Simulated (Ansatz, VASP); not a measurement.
**One calculation of LiH, two programs**

```
CELL_PARAMETERS angstrom
0.00000 2.00299 2.00299
2.00299 0.00000 2.00299
2.00299 2.00299 0.00000
ATOMIC_POSITIONS crystal
Li 0.00000 0.00000 0.00000
H 0.50000 0.50000 0.50000
```

Alike in both runs: task single point; functional PBEsol; k mesh 8 × 8 × 8; occupations fermi-dirac, width 0.5 eV; no spin polarisation.

|  | VASP | Ansatz |
| --- | --- | --- |
| version | VASP 6.6.1 | Ansatz 0.2.0 |
| potentials or method | VASP PAW PBE potentials, release 64 (Li_sv, H) | plane waves |
| plane-wave cutoff (eV) | 750 | 420 |
| valence electrons in the cell | 4 | 4 |

Ansatz gave:

* pressure (GPa): -0.6

Estimate VASP's values.

pressure (GPa): -0.7.

VASP's potentials were made for PBE, not for PBEsol. With one functional, cell and mesh, what is left measures potentials, basis and numerics.
